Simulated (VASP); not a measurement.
Write the native input for VASP 6.6.1 that does the following.

```yaml
Task: relaxation of cell and atoms
Functional: PBE
Potentials_or_basis: VASP PAW PBE potentials, release 64 (Ni)
Cutoff: 600 eV
k_mesh: 8 × 8 × 8
Occupations: gaussian, width 0.1 eV
Spin: collinear spin, ferromagnetic start
Starting_moments: "[0.78] μB"
Dipole_correction: no
Further_INCAR_settings: ALGO = Normal; EDIFF = 1e-07; IBRION = 2; EDIFFG = -0.04; NSW = 90; ISIF = 3
```

The structure of Ni lies in POSCAR:

```
Ni
1.0
    2.2905419150      0.0000000000      0.0000000000
    0.0000000000      2.2905419150      0.0000000000
    0.0000000000      0.0000000000      2.3468794271
Ni
1
Direct
    0.0000000000      0.0000000000      0.0000000000
```

The input as run:

INCAR

```
SYSTEM = Ni
PREC = Accurate
ENCUT = 600
EDIFF = 1E-7
ISMEAR = 0
SIGMA = 0.1
LREAL = .FALSE.
LASPH = .TRUE.
NELM = 150
ALGO = Normal
ISIF = 3
LWAVE = .FALSE.
LCHARG = .FALSE.
ISPIN = 2
MAGMOM = 0.78
LORBIT = 11
LMAXMIX = 4
GGA = PE
IBRION = 2
NSW = 90
EDIFFG = -0.04
```

KPOINTS

```
Automatic mesh
0
G
  8 8 8
  0 0 0
```

Potentials or basis: VASP PAW PBE potentials, release 64 (Ni).

The run is started by

```bash
$ cat potpaw_PBE.64/Ni/POTCAR > POTCAR
$ mpirun -np 1 vasp_std > vasp.out
```

Results of the run:

```json
{
 "Relaxed volume": "12.68 Å³/atom",
 "Relaxed cell": "a = 2.333 Å, b = 2.333 Å, c = 2.331 Å, α = 90.00°, β = 90.00°, γ = 90.00°",
 "Space group after relaxing (to 0.05 Å)": "Pm-3m (No. 221)",
 "Energy gained by relaxing": "10.7 meV/atom",
 "Ionic steps": "4",
 "Pressure after relaxing": "0.1 GPa",
 "Net moment": "0.70 μB per cell",
 "Site moments": "Ni +0.70 μB",
 "Valence electrons inside the program's atomic spheres": "Ni 9.24"
}
```

Wall time 25 s on 1 thread of Intel(R) Xeon(R) 6975P-C (Granite Rapids) (shared host), peak memory 0.14 GiB.
